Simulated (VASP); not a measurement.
A run of VASP 6.6.1 is set up as follows.

INCAR

```
PREC = Accurate
ENCUT = 520
EDIFF = 1E-6
ISMEAR = 0
SIGMA = 0.01
LREAL = F
LASPH = T
NELM = 150
ALGO = Normal
ISIF = 2
LWAVE = F
LCHARG = T
ISPIN = 2
MAGMOM = -2.32 2.32 0.17 -0.17
LORBIT = 11
LMAXMIX = 4
GGA = PE
LELF = T
LVHAR = T
NBANDS = 27
```

The input KPOINTS:

```
Automatic mesh
0
Gamma
  12 12 8
```

The input POSCAR:

```
CoO
1.0
    3.1990602277      0.0000000000      0.0000000000
   -1.5995301139      2.7704674255      0.0000000000
    0.0000000000      0.0000000000      5.2567710464
Co O
2 2
Direct
    0.0000000000      0.0000000000      0.0071360793
    0.3333333333      0.6666666667      0.5071361011
    0.0000000000      0.0000000000      0.3678642994
    0.3333333333      0.6666666667      0.8678645202
```

Potentials or basis: VASP PAW PBE potentials, release 64 (Co, O).

Command:

```console
$ cat potpaw_PBE.64/Co/POTCAR potpaw_PBE.64/O/POTCAR > POTCAR
$ mpirun -np 1 vasp_std > vasp.out
```

(1) Estimate the site moments.

(2) What does it give for the band gap on the k mesh?

(3) Estimate the net moment.

(4) Estimate the largest force.

Results:

(1) Co -2.29, +2.29; O +0.15, -0.15 μB.

(2) 0.18 eV, indirect (least direct gap 0.25 eV).

(3) 0.00 μB per cell.

(4) 0.168 eV/Å.

Caveat: the cell differs from its parent crystal (biaxial strain in the a-b plane: +1.0 %).
